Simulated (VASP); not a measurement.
# CdTe (rocksalt type) (Fm-3m) in VASP: a series of runs

The runs below take CdTe (rocksalt type) through density of states, with LDA.

All numbers are computed with VASP 6.6.1; they aren't measurements. Logs are shortened: lines on timing, memory, paths and dates and some standing lists are left out, and cuts for length are marked.

**1. The cell of the first run**

The structure is cubic, space group Fm-3m (No. 225). The conventional cell has a = 4.860 Å, b = 4.860 Å, c = 4.860 Å, α = 90.00°, β = 90.00°, γ = 90.00°. Cd (site symmetry m-3m) has 6 Te at 2.43 Å within 3.2 Å. Within 3.2 Å of Te (site symmetry m-3m) lie 6 Cd at 2.43 Å.

**2. Density of states, LDA (volume scaled by 0.55)**

Input file POSCAR:

```
CdTe
1.0
    0.0000000000      2.4297618920      2.4297618920
    2.4297618920      0.0000000000      2.4297618920
    2.4297618920      2.4297618920      0.0000000000
Cd Te
1 1
Direct
    0.0000000000      0.0000000000      0.0000000000
    0.5000000000      0.5000000000      0.5000000000
```

Input file INCAR.step1:

```
SYSTEM = CdTe
  PREC = Accurate
  ENCUT = 520
  EDIFF = 1E-6
  ISMEAR = -1
  SIGMA = 0.05
  LREAL = .FALSE.
  LASPH = .TRUE.
  NELM = 100
  ALGO = Normal
  ISIF = 2
  LWAVE = .FALSE.
  LCHARG = .TRUE.
  NBANDS = 16
```

Input file KPOINTS.step1:

```
regular mesh
0
G
  13 13 13
  0 0 0
```

Input file INCAR.step2:

```
SYSTEM = CdTe
  PREC = Accurate
  ENCUT = 520
  EDIFF = 1E-6
  ISMEAR = -5
  SIGMA = 0.05
  LREAL = .FALSE.
  LASPH = .TRUE.
  NELM = 100
  ALGO = Normal
  ISIF = 2
  LWAVE = .FALSE.
  LCHARG = .FALSE.
  LORBIT = 11
  NBANDS = 16
  NEDOS = 1001
  ICHARG = 11
```

Input file KPOINTS.step2:

```
regular mesh
0
G
  20 20 20
  0 0 0
```

Potentials or basis: VASP PAW LDA potentials, release 64 (Cd, Te).

On the command line:

```
> cat potpaw_LDA.64/Cd/POTCAR potpaw_LDA.64/Te/POTCAR > POTCAR
> cp INCAR.step1 INCAR
> cp KPOINTS.step1 KPOINTS
> mpirun -np 1 vasp_std > vasp.out
> cp INCAR.step2 INCAR
> cp KPOINTS.step2 KPOINTS
> mpirun -np 1 vasp_std > vasp.out
```

OUTCAR:

```text
SYSTEM = CdTe
   PREC = Accurate
   ENCUT = 520
   EDIFF = 1E-6
   ISMEAR = -5
   LREAL = .FALSE.
   LASPH = .TRUE.
   NELM = 100
   ISIF = 2
   LORBIT = 11
   ICHARG = 11

 ion  position               nearest neighbor table
   1  0.000  0.000  0.000-   2 2.43   2 2.43   2 2.43   2 2.43   2 2.43   2 2.43
   2  0.500  0.500  0.500-   1 2.43   1 2.43   1 2.43   1 2.43   1 2.43   1 2.43

  LATTYP: Found a face centered cubic cell.
 ALAT       =     4.8595237840

  Lattice vectors:

 A1 = (   0.0000000000,   2.4297618920,   2.4297618920)
 A2 = (   2.4297618920,   0.0000000000,   2.4297618920)
 A3 = (   2.4297618920,   2.4297618920,   0.0000000000)

Analysis of symmetry for initial positions (statically):
=====================================================================
 Subroutine PRICEL returns:
 Original cell was already a primitive cell.

 Routine SETGRP: Setting up the symmetry group for a
 face centered cubic supercell.

 Subroutine GETGRP returns: Found 48 space group operations
 (whereof 48 operations were pure point group operations)
 out of a pool of 48 trial point group operations.

The static configuration has the point symmetry O_h .

Analysis of symmetry for dynamics (positions and initial velocities):
=====================================================================
 Subroutine PRICEL returns:
 Original cell was already a primitive cell.

 Routine SETGRP: Setting up the symmetry group for a
 face centered cubic supercell.

 Subroutine GETGRP returns: Found 48 space group operations
 (whereof 48 operations were pure point group operations)
 out of a pool of 48 trial point group operations.

The dynamic configuration has the point symmetry O_h .

 Subroutine INISYM returns: Found 48 space group operations
 (whereof 48 operations are pure point group operations),
 and found     1 'primitive' translations

----------------------------------------------------------------------------------------

                                     Primitive cell

  volume of cell :      28.6894

  direct lattice vectors                    reciprocal lattice vectors
     0.000000000  2.429761892  2.429761892    -0.205781481  0.205781481  0.205781481
     2.429761892  0.000000000  2.429761892     0.205781481 -0.205781481  0.205781481
     2.429761892  2.429761892  0.000000000     0.205781481  0.205781481 -0.205781481

  length of vectors
     3.436202221  3.436202221  3.436202221     0.356423980  0.356423980  0.356423980

  position of ions in fractional coordinates (direct lattice)
     0.000000000  0.000000000  0.000000000
     0.500000000  0.500000000  0.500000000

  ion indices of the primitive-cell ions
   primitive index   ion index
                 1           1
                 2           2

----------------------------------------------------------------------------------------

 KPOINTS: regular mesh

Automatic generation of k-mesh.
 Grid dimensions read from file:
 generate k-points for:   20   20   20

 Generating k-lattice:

  Cartesian coordinates                     Fractional coordinates (reciprocal lattice)
    -0.010289074  0.010289074  0.010289074     0.050000000  0.000000000  0.000000000
     0.010289074 -0.010289074  0.010289074     0.000000000  0.050000000  0.000000000
     0.010289074  0.010289074 -0.010289074     0.000000000  0.000000000  0.050000000

  Length of vectors
     0.017821199  0.017821199  0.017821199

  Shift w.r.t. Gamma in fractional coordinates (k-lattice)
     0.000000000  0.000000000  0.000000000

 TETIRR: Found   1093 inequivalent tetrahedra from    48000

 Subroutine IBZKPT returns following result:
 ===========================================

 Found    256 irreducible k-points:

 Following reciprocal coordinates:
            Coordinates               Weight
  0.000000  0.000000  0.000000      1.000000
  0.050000  0.000000  0.000000      8.000000
  0.100000  0.000000  0.000000      8.000000
  0.150000  0.000000  0.000000      8.000000
  0.200000  0.000000  0.000000      8.000000
  0.250000  0.000000  0.000000      8.000000
[... 16 lines left out ...]
 -0.400000  0.050000  0.000000     24.000000
 -0.350000  0.050000  0.000000     24.000000
 [... further k-points ...]
   k-points           NKPTS =    256   k-points in BZ     NKDIM =    256   number of bands    NBANDS=     16
   number of dos      NEDOS =   1001   number of ions     NIONS =      2
   total plane-waves  NPLWV =  21952
   dimension x,y,z NGX =    28 NGY =   28 NGZ =   28
   dimension x,y,z NGXF=    56 NGYF=   56 NGZF=   56
   ions per type =               1   1
   NGX,Y,Z   is equivalent  to a cutoff of  13.55, 13.55, 13.55 a.u.
   NGXF,Y,Z  is equivalent  to a cutoff of  27.09, 27.09, 27.09 a.u.
 SYSTEM =  CdTe
   PREC   = accura    normal or accurate (medium, high low for compatibility)
   ISTART =      0    job   : 0-new  1-cont  2-samecut
   ICHARG =     11    charge: 1-file 2-atom 10-const
   ISPIN  =      1    spin polarized calculation?
   LNONCOLLINEAR =      F non collinear calculations
   LSORBIT =      F    spin-orbit coupling
   LASPH  =      T    aspherical Exc in radial PAW
   ENCUT  =  520.0 eV  38.22 Ry    6.18 a.u.   6.39  6.39  6.39*2*pi/ulx,y,z
   NELM   =    100;   NELMIN=  2; NELMDL=  0     # of ELM steps
   EDIFF  = 0.1E-05   stopping-criterion for ELM
   LREAL  =      F    real-space projection
   EDIFFG = 0.1E-04   stopping-criterion for IOM
   NSW    =      0    number of steps for IOM
   IBRION =     -1    ionic relax: 0-MD 1-quasi-New 2-CG
   NFREE  =      0    steps in history (QN), initial steepest desc. (CG)
   ISIF   =      2    stress and relaxation
   ISYM   =      2    0-nonsym 1-usesym 2-fastsym
   POTIM  = 0.5000    time-step for ionic-motion
   TEBEG  =    0.0;   TEEND  =   0.0 temperature during run
   PSTRESS=    0.0 pullay stress
   NELECT =      18.0000    total number of electrons
   NUPDOWN=      -1.0000    fix difference up-down
   EMIN   =  10.00;   EMAX   =-10.00  energy-range for DOS
   EFERMI =   0.00;   METHOD = LEGACY
   ISMEAR =    -5;   SIGMA  =   0.05  broadening in eV -4-tet -1-fermi 0-gaus
   EFERMI_NEDOS =   21; number of points for ismear=-14 and -15
   IALGO  =     38    algorithm
   IMIX   =      4    mixing-type and parameters
     AMIX     =   0.40;   BMIX     =  1.00
     AMIX_MAG =   1.60;   BMIX_MAG =  1.00
  volume/ion in A,a.u.               =      14.34        96.80
  Fermi-wavevector in a.u.,A,eV,Ry     =   1.401496  2.648444 26.724452  1.964192
  Thomas-Fermi vector in A             =   2.524352
   LORBIT       =     11    0 simple, 1 ext, 2 COOP (PROOUT), +10 PAW based schemes
   GGA     = CA    functional components
   LHFCALC =     F    Hartree Fock is set to
   AEXX    =    0.0000 exact exchange contribution
   IVDW    =     0    specifies the selected vdW correction
   LEPSILON=     F    determine dielectric tensor
   LRPA    =     F    only Hartree local field effects (RPA)
 non-spin polarized calculation
 Fermi weights with tetrahedron method with Bloechl corrections
  energy-cutoff  :      520.00
  volume of cell :       28.69
 maximum number of plane-waves:       785
 NGX is ok and might be reduce to    28

 number of electron      18.0000002 magnetization

 Free energy of the ion-electron system (eV)
  ---------------------------------------------------
  ext. energy  EPLUGINS =         0.00000000
  ---------------------------------------------------
  free energy    TOTEN  =         0.99291916 eV

  energy without entropy =        0.99291916  energy(sigma->0) =        0.99291916

 E-fermi :  14.3563     XC(G=0): -13.4659

 val. band max:       14.5318932207   @ k =   0.4000   0.0000   0.0000
 cond. band min:      14.3385021072   @ k =   0.4500   0.0500   0.0000
 fundamental gap:     -0.1933911134
 Fermi energy:        14.3562726311

 k-point     1 :       0.0000    0.0000    0.0000
  band No.  band energies     occupation
      1      -4.5487      2.00000
      2       2.1201      2.00000
      3       2.1201      2.00000
      4       2.1201      2.00000
      5       2.1468      2.00000
      6       2.1468      2.00000
[... 8 lines left out ...]
     15      23.2503      0.00000
     16      23.2503      0.00000

 k-point     2 :       0.0500    0.0000    0.0000
  band No.  band energies     occupation
      1      -4.4984      2.00000
      2       2.1075      2.00000
      3       2.1127      2.00000
      4       2.1127      2.00000
      5       2.1387      2.00000
      6       2.1387      2.00000
[... 8 lines left out ...]
     15      23.0381      0.00000
     16      23.0381      0.00000

 k-point     3 :       0.1000    0.0000    0.0000
  band No.  band energies     occupation
      1      -4.3482      2.00000
      2       2.0393      2.00000
      3       2.0393      2.00000
      4       2.0699      2.00000
      5       2.1683      2.00000
      6       2.1683      2.00000
[... 8 lines left out ...]
     15      22.6982      0.00000
     16      22.6982      0.00000

 k-point     4 :       0.1500    0.0000    0.0000
  band No.  band energies     occupation
      1      -4.0999      2.00000
      2       1.9236      2.00000
      3       1.9236      2.00000
      4       2.0073      2.00000
      5       2.2194      2.00000
      6       2.2194      2.00000
[... 8 lines left out ...]
     15      22.6897      0.00000
     16      22.7049      0.00000
[... 324 lines left out ...]
 k-point    22 :      -0.4500    0.0500    0.0000
  band No.  band energies     occupation
      1      -0.9584      2.00000
      2       0.6589      2.00000
      3       1.1928      2.00000
      4       1.2726      2.00000
      5       2.5999      2.00000
      6       2.6277      2.00000
[... 8 lines left out ...]
     15      26.6321      0.00000
     16      28.7852      0.00000

 k-point    23 :      -0.4000    0.0500    0.0000
  band No.  band energies     occupation
      1      -1.4392      2.00000
      2       0.9480      2.00000
      3       1.2234      2.00000
      4       1.3574      2.00000
      5       2.5611      2.00000
      6       2.6082      2.00000
[... 8 lines left out ...]
     15      26.0159      0.00000
     16      28.5083      0.00000

 k-point    24 :      -0.3500    0.0500    0.0000
  band No.  band energies     occupation
      1      -2.0246      2.00000
      2       1.2092      2.00000
      3       1.2931      2.00000
      4       1.4938      2.00000
      5       2.5031      2.00000
      6       2.5650      2.00000
[... 8 lines left out ...]
     15      25.1293      0.00000
     16      27.3835      0.00000

 [... further k-points ...]
[... 5 lines left out ...]
  --------------------------------------------------------------------------------------
  -------------------------------------------------------------------------------------
  Total       29.5636413     29.5636413     29.5636413     -0.0000000     -0.0000000      0.0000000
  in kB     1651.0010946   1651.0010946   1651.0010946     -0.0000000     -0.0000000      0.0000000
  external PRESSURE =    1651.0010946 kB  Pullay stress =       0.0000000 kB

 VOLUME and BASIS-vectors are now :
 -----------------------------------------------------------------------------
  energy-cutoff  :      520.00
  volume of cell :       28.69
      direct lattice vectors                 reciprocal lattice vectors
     0.000000000  2.429761892  2.429761892    -0.205781481  0.205781481  0.205781481
     2.429761892  0.000000000  2.429761892     0.205781481 -0.205781481  0.205781481
     2.429761892  2.429761892  0.000000000     0.205781481  0.205781481 -0.205781481

 POSITION                                       TOTAL-FORCE (eV/Angst)
 -----------------------------------------------------------------------------------
      0.00000      0.00000      0.00000        -0.000000      0.000000      0.000000
      2.42976      2.42976      2.42976         0.000000     -0.000000      0.000000
 -----------------------------------------------------------------------------------
    total drift:                               -0.000000      0.000000      0.000000

  FREE ENERGIE OF THE ION-ELECTRON SYSTEM (eV)
  ---------------------------------------------------
  free  energy   TOTEN  =         0.9929191587 eV

  energy  without entropy=        0.9929191587  energy(sigma->0) =        0.99291916

 total charge

# of ion       s       p       d       tot
------------------------------------------
    1        0.699   0.843   9.661  11.203
    2        1.416   2.449   0.197   4.063
--------------------------------------------------
tot          2.115   3.292   9.859  15.265
```

Run time: 70 s. Hardware: 1 thread of Intel Xeon 6975P-C, shared host; peak memory 0.24 GiB.

Results:

| Item | Value |
| --- | --- |
| Valence electrons inside the program's atomic spheres | Cd 11.20; Te 4.06 |

Levels at points of the mesh, in eV from the Fermi level:
| k point | band 6 | band 7 | band 8 | band 9 | band 10 | band 11 | band 12 | band 13 |
| --- | --- | --- | --- | --- | --- | --- | --- | --- |
| (0.00, 0.00, 0.00) | -12.21 | -1.62 | -1.62 | -1.62 | 5.01 | 5.99 | 7.18 | 7.18 |
| (0.50, 0.00, 0.00) | -11.75 | -9.64 | 0.51 | 0.51 | 1.76 | 2.70 | 2.70 | 6.95 |
| (0.50, 0.50, 0.00) | -10.40 | -8.46 | -5.83 | -5.83 | -1.64 | 2.48 | 12.60 | 13.37 |

Caveat: spin-orbit coupling is left out, which moves the levels of the heavy elements; tetrahedron occupations give inexact forces and stress in metals.

[end of part 1 of 2]
